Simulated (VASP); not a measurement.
# Os (P6_3/mmc) in VASP: notebook, part 2 of 2

VASP 6.6.1. The steps go on from the part before.

**5. Single point, r2SCAN**

POSCAR reads:

```
Os
1.0
    2.7393806551      0.0000000000      0.0000000000
   -1.3696903275      2.3723732379      0.0000000000
    0.0000000000      0.0000000000      4.3138178725
Os
2
Direct
    0.3333333333      0.6666666667      0.2500000000
    0.6666666667      0.3333333333      0.7500000000
```

INCAR.step1 reads:

```
SYSTEM = Os
PREC = Accurate ; ENCUT = 520
ISMEAR = 0 ; SIGMA = 1.0
LREAL = .FALSE. ; LASPH = .TRUE.
NELM = 80 ; NBANDS = 15
GGA = PE ; ALGO = Normal
EDIFF = 1E-4 ; LWAVE = .TRUE.
LCHARG = .FALSE.
```

INCAR.step2 reads:

```
SYSTEM = Os
PREC = Accurate ; ENCUT = 520
EDIFF = 1E-6 ; ISMEAR = 0
SIGMA = 1.0 ; LREAL = .FALSE.
LASPH = .TRUE. ; NELM = 80
ALGO = Normal ; ISIF = 2
LWAVE = .FALSE. ; LCHARG = .FALSE.
METAGGA = R2SCAN ; LMIXTAU = .TRUE.
NBANDS = 15 ; ISTART = 1
```

KPOINTS reads:

```
regular mesh
0
G
  13 13 7
  0 0 0
```

Potentials or basis: VASP PAW PBE potentials, release 64 (Os).

Command:

```console
$ cat potpaw_PBE.64/Os/POTCAR > POTCAR
$ cp INCAR.step1 INCAR
$ mpirun -np 1 vasp_std > vasp.out
$ cp INCAR.step2 INCAR
$ mpirun -np 1 vasp_std > vasp.out
```

OUTCAR:

```text
SYSTEM = Os
   PREC = Accurate
   ENCUT = 520
   EDIFF = 1E-6
   ISMEAR = 0
   LREAL = .FALSE.
   LASPH = .TRUE.
   NELM = 80
   ISIF = 2
   METAGGA = R2SCAN
   ISTART = 1

 ion  position               nearest neighbor table
   1  0.333  0.667  0.250-   2 2.67   2 2.67   2 2.67   2 2.67   2 2.67   2 2.67
   2  0.667  0.333  0.750-   1 2.67   1 2.67   1 2.67   1 2.67   1 2.67   1 2.67

  LATTYP: Found a hexagonal cell.
 ALAT       =     2.7393806551
 C/A-ratio  =     1.5747420368

  Lattice vectors:

 A1 = (   2.7393806551,   0.0000000000,   0.0000000000)
 A2 = (  -1.3696903275,   2.3723732379,   0.0000000000)
 A3 = (   0.0000000000,   0.0000000000,   4.3138178725)

Analysis of symmetry for initial positions (statically):
=====================================================================
 Subroutine PRICEL returns:
 Original cell was already a primitive cell.

 Routine SETGRP: Setting up the symmetry group for a
 hexagonal supercell.

 Subroutine GETGRP returns: Found 24 space group operations
 (whereof 12 operations were pure point group operations)
 out of a pool of 24 trial point group operations.

The static configuration has the point symmetry D_3d.
 The point group associated with its full space group is D_6h.

Analysis of symmetry for dynamics (positions and initial velocities):
=====================================================================
 Subroutine PRICEL returns:
 Original cell was already a primitive cell.

 Routine SETGRP: Setting up the symmetry group for a
 hexagonal supercell.

 Subroutine GETGRP returns: Found 24 space group operations
 (whereof 12 operations were pure point group operations)
 out of a pool of 24 trial point group operations.

The dynamic configuration has the point symmetry D_3d.
 The point group associated with its full space group is D_6h.

 Subroutine INISYM returns: Found 24 space group operations
 (whereof 12 operations are pure point group operations),
 and found     1 'primitive' translations

----------------------------------------------------------------------------------------
[... 118 lines left out ...]
   METAGGA = R2SCAN    functional components
   LHFCALC =     F    Hartree Fock is set to
   AEXX    =    0.0000 exact exchange contribution
   IVDW    =     0    specifies the selected vdW correction
   LEPSILON=     F    determine dielectric tensor
   LRPA    =     F    only Hartree local field effects (RPA)
 non-spin polarized calculation
 Gauss-broadening in eV      SIGMA  =   1.00
  energy-cutoff  :      520.00
  volume of cell :       28.03
 maximum number of plane-waves:       769
   NGX = 11   NGY = 11   NGZ = 17

 number of electron      15.9999999 magnetization

 Free energy of the ion-electron system (eV)
  ---------------------------------------------------
  ext. energy  EPLUGINS =         0.00000000
  ---------------------------------------------------
  free energy    TOTEN  =      -106.30977883 eV

  energy without entropy =     -105.67017446  energy(sigma->0) =     -105.98997664

 E-fermi :   9.2670     XC(G=0): -15.3722

 val. band max:        9.2640999257   @ k =   0.3077   0.0000   0.1429
 cond. band min:       9.2720739163   @ k =   0.2308   0.2308   0.0000
 fundamental gap:      0.0079739907
 Fermi energy:         9.2669862686

 k-point     1 :       0.0000    0.0000    0.0000
  band No.  band energies     occupation
      1      -2.1814      2.00000
      2       1.1251      2.00000
      3       6.0772      1.99999
      4       6.0772      1.99999
      5       6.3838      1.99995
      6       6.9529      1.99893
      7       6.9529      1.99893
      8       7.5792      1.98301
      9       7.5792      1.98301
     10       9.2801      0.98525
     11      10.9920      0.01471
     12      10.9920      0.01471
     13      18.8255      0.00000
     14      23.9922      0.00000
[... 401 lines left out ...]
      2       1.9729      2.00000
      3       5.0326      2.00000
      4       5.5567      2.00000
      5       6.2603      1.99998
      6       6.5032      1.99991
      7       7.2479      1.99570
      8       7.4286      1.99068
      9       7.8120      1.96037
     10       8.1448      1.88748
     11      11.3303      0.00352
     12      13.5452      0.00000
     13      19.9922      0.00000
     14      25.2464      0.00000
     15      27.4412      0.00000

 [... further k-points ...]
[... 5 lines left out ...]
  --------------------------------------------------------------------------------------
  -------------------------------------------------------------------------------------
  Total        0.4993022      0.4993022      0.9944885      0.0000000      0.0000000      0.0000000
  in kB       28.5349336     28.5349336     56.8346447      0.0000000      0.0000000      0.0000000
  external PRESSURE =      37.9681706 kB  Pullay stress =       0.0000000 kB

 VOLUME and BASIS-vectors are now :
 -----------------------------------------------------------------------------
  energy-cutoff  :      520.00
  volume of cell :       28.03
      direct lattice vectors                 reciprocal lattice vectors
     2.739380655  0.000000000  0.000000000     0.365046018  0.210759417  0.000000000
    -1.369690328  2.372373238  0.000000000     0.000000000  0.421518834  0.000000000
     0.000000000  0.000000000  4.313817872     0.000000000  0.000000000  0.231813217

 POSITION                                       TOTAL-FORCE (eV/Angst)
 -----------------------------------------------------------------------------------
     -0.00000      1.58158      1.07845        -0.000000      0.000000      0.000000
      1.36969      0.79079      3.23536         0.000000     -0.000000      0.000000
 -----------------------------------------------------------------------------------
    total drift:                                0.000000     -0.000000     -0.000000

  FREE ENERGIE OF THE ION-ELECTRON SYSTEM (eV)
  ---------------------------------------------------
  free  energy   TOTEN  =      -106.3097788273 eV

  energy  without entropy=     -105.6701744624  energy(sigma->0) =     -105.98997664
```

OSZICAR.step1:

```text
N       E                     dE             d eps       ncg     rms          rms(c)
DAV:   1     0.104780980467E+03    0.10478E+03   -0.74250E+03  2520   0.103E+03
DAV:   2    -0.192289856402E+02   -0.12401E+03   -0.10915E+03  2541   0.329E+02
DAV:   3    -0.241360208347E+02   -0.49070E+01   -0.47421E+01  3507   0.577E+01
DAV:   4    -0.241716627850E+02   -0.35642E-01   -0.35619E-01  2660   0.516E+00
DAV:   5    -0.241718581210E+02   -0.19534E-03   -0.19532E-03  3542   0.350E-01    0.236E+01
DAV:   6    -0.231237335856E+02    0.10481E+01   -0.85427E-01  3185   0.785E+00    0.109E+01
DAV:   7    -0.228111936209E+02    0.31254E+00   -0.60841E-01  3241   0.650E+00    0.621E-01
DAV:   8    -0.228064230042E+02    0.47706E-02   -0.63313E-03  2583   0.588E-01    0.421E-01
DAV:   9    -0.228033028505E+02    0.31202E-02   -0.22280E-03  3031   0.464E-01    0.455E-02
DAV:  10    -0.228033208600E+02   -0.18009E-04   -0.68863E-05  2128   0.770E-02
   1 F= -.22803321E+02 E0= -.22466667E+02  d E =-.673308E+00
```

It took 77 s on 1 thread of AMD EPYC 9R14 (Zen 4), shared host; peak memory 0.12 GiB.

Results:

| Property | Result |
| --- | --- |
| Free energy | -106.3098 eV |
| Pressure | 3.8 GPa |
| Band gap on the k mesh | zero (band 8 reaches 11.38 eV, above the bottom of band 9 at 7.41 eV) |

Stress tensor (GPa, compression positive):
```
2.85 0.00 0.00
0.00 2.85 0.00
0.00 0.00 5.68
```

Caveat: the PAW data sets were made with another functional, which shifts forces and pressure a little; spin-orbit coupling is left out, which moves the levels of the heavy elements.

**6. Single point, r2SCAN**

POSCAR is that of step 5.

INCAR.step1 reads:

```
SYSTEM = Os
ALGO = Normal ; EDIFF = 1E-4
ENCUT = 520 ; GGA = PE
ISMEAR = 1 ; LASPH = .True.
LCHARG = .False. ; LREAL = .False.
LWAVE = .True. ; NBANDS = 15
NELM = 100 ; PREC = Accurate
SIGMA = 0.01
```

INCAR.step2 reads:

```
SYSTEM = Os
ALGO = Normal ; EDIFF = 1E-7
ENCUT = 520 ; ISIF = 2
ISMEAR = 1 ; ISTART = 1
LASPH = .True. ; LCHARG = .True.
LELF = .True. ; LMIXTAU = .True.
LREAL = .False. ; LVHAR = .True.
LWAVE = .False. ; METAGGA = R2SCAN
NBANDS = 15 ; NELM = 100
PREC = Accurate ; SIGMA = 0.01
```

KPOINTS reads:

```
k-points
0
Gamma
  13 13 7
  0 0 0
```

Potentials or basis: VASP PAW PBE potentials, release 64 (Os).

Command:

```console
$ cat potpaw_PBE.64/Os/POTCAR > POTCAR
$ cp INCAR.step1 INCAR
$ mpirun -np 1 vasp_std > vasp.out
$ cp INCAR.step2 INCAR
$ mpirun -np 1 vasp_std > vasp.out
```

Run time: 98 s. Hardware: 1 thread of AMD EPYC 9R14 (Zen 4), shared host; peak memory 0.13 GiB.

Results (log left out):

```yaml
Free_energy: -106.0081 eV
Pressure: 0.8 GPa
Band_gap_on_the_k_mesh: zero (band 8 reaches 11.37 eV, above the bottom of band 9 at 7.40 eV)
```

Stress tensor (GPa, compression positive):
```
0.91 0.00 0.00
0.00 0.91 0.00
0.00 0.00 0.53
```

Levels at points of the mesh, in eV from the Fermi level:
```
           k point  band 6  band 7  band 8  band 9  band 10  band 11
(0.00, 0.00, 0.00)   -2.33   -2.33   -1.71   -1.71     0.01     1.71
```

Caveat: the PAW data sets were made with another functional, which shifts forces and pressure a little; spin-orbit coupling is left out, which moves the levels of the heavy elements.

**7. The runs side by side**

```tsv
smearing	gap on the mesh (eV)	pressure (GPa)
gaussian 0.2 eV	none	0.9
gaussian 0.3 eV	none	1.1
gaussian 0.6 eV	none	1.8
gaussian 1 eV	none	3.8
methfessel-paxton 0.01 eV	none	0.8
```

Alike in all rows: task single point; level r2SCAN; potentials or basis VASP PAW PBE potentials, release 64 (Os); no spin polarisation; cell as given; k mesh 13 × 13 × 7; cutoff (eV) 520.

Every run on the cell as given and a fine mesh finds a metal.

Caveats: the PAW data sets were made with another functional, which shifts forces and pressure a little; spin-orbit coupling is left out, which moves the levels of the heavy elements.

Total energies depend on the potentials used, so only differences within one code and one set of settings carry meaning.
